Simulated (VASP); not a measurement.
**Re: single point with PBEsol**

Re:

```
Re
1.0
     0.00000    1.94048    1.94048
     1.94048    0.00000    1.94048
     1.94048    1.94048    0.00000
Re
1
Direct
  0.00000 0.00000 0.00000
```

```
Program             : VASP 6.6.1
Task                : single point
Functional          : PBEsol
Potentials or basis : VASP PAW PBE potentials, release 64 (Re)
Cutoff              : 520 eV
k mesh              : 18 × 18 × 18
Occupations         : fermi-dirac, width 0.1 eV
Spin                : no spin polarisation
```

```json
{
  "Pressure": "-0.1 GPa"
}
```

Levels at points of the mesh, in eV from the Fermi level:
```
           k point  band 1  band 2  band 3  band 4  band 5  band 6  band 7  band 8  band 9
(0.00, 0.00, 0.00)  -10.21   -1.93   -1.93   -1.93    1.29    1.29   13.96   19.64   19.64
(0.50, 0.00, 0.00)   -6.94   -2.15   -2.15    0.23    3.88    3.88   10.07   13.45   20.23
(0.50, 0.50, 0.00)   -6.91   -6.02    2.84    3.83    4.65    4.65   12.34   12.34   13.15
```

Wall time 23 s on 1 thread of AMD EPYC 7R43 64-Core Processor (Zen 3), on a shared host, peak memory 0.11 GiB.

Caveat: the PAW data sets were made with another functional, which shifts forces and pressure a little; spin-orbit coupling is left out, which moves the levels of the heavy elements.
